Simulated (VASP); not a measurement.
La4Mg2InGe4:

```
La Mg In Ge
1.0
     0.03028    4.37131    0.04397
     7.68211   -2.13001   -0.18735
     2.25641   -0.05494   -6.75496
La Mg In Ge
4 2 1 4
Direct
  0.33995 0.69475 0.94771
  0.65254 0.30893 0.05720
  0.59438 0.17669 0.62114
  0.40902 0.83350 0.37144
  0.21325 0.43387 0.37568
  0.78147 0.56081 0.62853
  0.99442 0.99943 0.00240
  0.06688 0.12963 0.33858
  0.92695 0.86963 0.65380
  0.21909 0.42508 0.71466
  0.80135 0.57876 0.28064
```

| Quantity | Value |
| --- | --- |
| Program | VASP 6.6.1 |
| Task | relaxation of the atoms |
| Functional | PBEsol |
| Potentials or basis | VASP PAW PBE potentials, release 64 (La, Mg, In_d, Ge_d) |
| Cutoff | 520 eV |
| k mesh | 4 × 3 × 3, shifted |
| Occupations | methfessel-paxton, width 0.0324 eV |
| Spin | no spin polarisation |

At the start: pressure 17.5 GPa; volume 20.51 Å³/atom.

Q: Where does the relaxation end?

A: Over 12 steps the energy falls by 118.5 meV/atom at a fixed cell; space group P1 (No. 1, to 0.1 Å) before, P-1 (No. 2, to 0.1 Å).

Step by step:
| step | energy change (eV) | largest force (eV/Å) | pressure (GPa) |
| --- | --- | --- | --- |
| 1 | 0.0000 | 2.8779 | 17.55 |
| 2 | -0.8433 | 1.4958 | 16.62 |
| 3 | -1.0701 | 1.2791 | 16.61 |
| 4 | -1.2435 | 0.4042 | 16.36 |
| 5 | -1.2601 | 0.3371 | 16.35 |
| 6 | -1.2850 | 0.1639 | 16.27 |
| 7 | -1.2900 | 0.1590 | 16.24 |
| 8 | -1.2966 | 0.0981 | 16.20 |
| 9 | -1.2987 | 0.1033 | 16.19 |
| 10 | -1.3019 | 0.0592 | 16.20 |
| 11 | -1.3021 | 0.0798 | 16.21 |
| 12 | -1.3034 | 0.0297 | 16.19 |

Final structure:
```
La Mg In Ge
1.0
     0.03028    4.37131    0.04397
     7.68211   -2.13001   -0.18735
     2.25641   -0.05494   -6.75496
La Mg In Ge
4 2 1 4
Direct
  0.35019 0.70006 0.92665
  0.64975 0.30183 0.07197
  0.58103 0.16310 0.62967
  0.41901 0.83885 0.36874
  0.21735 0.43513 0.37207
  0.78193 0.56693 0.62626
  0.00036 0.00110 0.99927
  0.05695 0.11636 0.33803
  0.94327 0.88567 0.66063
  0.19108 0.38388 0.76068
  0.80838 0.61816 0.23781
```

Caveat: the k points lie up to 0.37 Å⁻¹ apart, too coarse for converged energies and pressures of a metal; the PAW data sets were made with another functional, which shifts forces and pressure a little.
